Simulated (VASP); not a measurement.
Write the native input for VASP 6.6.1 that does the following.

```yaml
Task: single point
Functional: r2SCAN
Potentials_or_basis: VASP PAW PBE potentials, release 64 (Ga_d, N)
Cutoff: 520 eV
k_mesh: 8 × 8 × 8
Occupations: gaussian, width 0.01 eV
Spin: no spin polarisation
Dipole_correction: no
Further_INCAR_settings: ALGO = Normal; EDIFF = 1e-06; NBANDS = 16
```

The system is GaN.

```xyz
2
Lattice="0.0000 2.1352 2.1352 2.1352 0.0000 2.1352 2.1352 2.1352 0.0000" Properties=species:S:1:pos:R:3 pbc="T T T"
Ga    0.0000    0.0000    0.0000
N     2.1352    2.1352    2.1352
```

One way to write it, as run:

POSCAR

```
GaN
1.0
    0.0000000000      2.1352350000      2.1352350000
    2.1352350000      0.0000000000      2.1352350000
    2.1352350000      2.1352350000      0.0000000000
Ga N
1 1
Direct
    0.0000000000      0.0000000000      0.0000000000
    0.5000000000      0.5000000000      0.5000000000
```

INCAR.step1

```
PREC = Accurate ; ENCUT = 520
ISMEAR = 0 ; SIGMA = 0.01
LREAL = F ; LASPH = T
NELM = 60 ; NBANDS = 16
GGA = PE ; ALGO = Normal
EDIFF = 1E-4 ; LWAVE = T
LCHARG = F
```

INCAR.step2

```
PREC = Accurate ; ENCUT = 520
EDIFF = 1E-6 ; ISMEAR = 0
SIGMA = 0.01 ; LREAL = F
LASPH = T ; NELM = 60
ALGO = Normal ; ISIF = 2
LWAVE = F ; LCHARG = F
METAGGA = R2SCAN ; LMIXTAU = T
NBANDS = 16 ; ISTART = 1
```

KPOINTS

```
regular mesh
0
Gamma
  8 8 8
```

Potentials or basis: VASP PAW PBE potentials, release 64 (Ga_d, N).

The run is started by

```bash
$ cat potpaw_PBE.64/Ga_d/POTCAR potpaw_PBE.64/N/POTCAR > POTCAR
$ cp INCAR.step1 INCAR
$ mpirun -np 1 vasp_std > vasp.out
$ cp INCAR.step2 INCAR
$ mpirun -np 1 vasp_std > vasp.out
```

Results of the run:

```yaml
Pressure: -7.5 GPa
Band_gap_on_the_k_mesh: 0.92 eV, indirect (least direct gap 2.91 eV)
```

Caveat: the PAW data sets were made with another functional, which shifts forces and pressure a little.

Run time: 76 s on 1 thread of Intel Xeon 8259CL (shared host), peak memory 0.14 GiB.
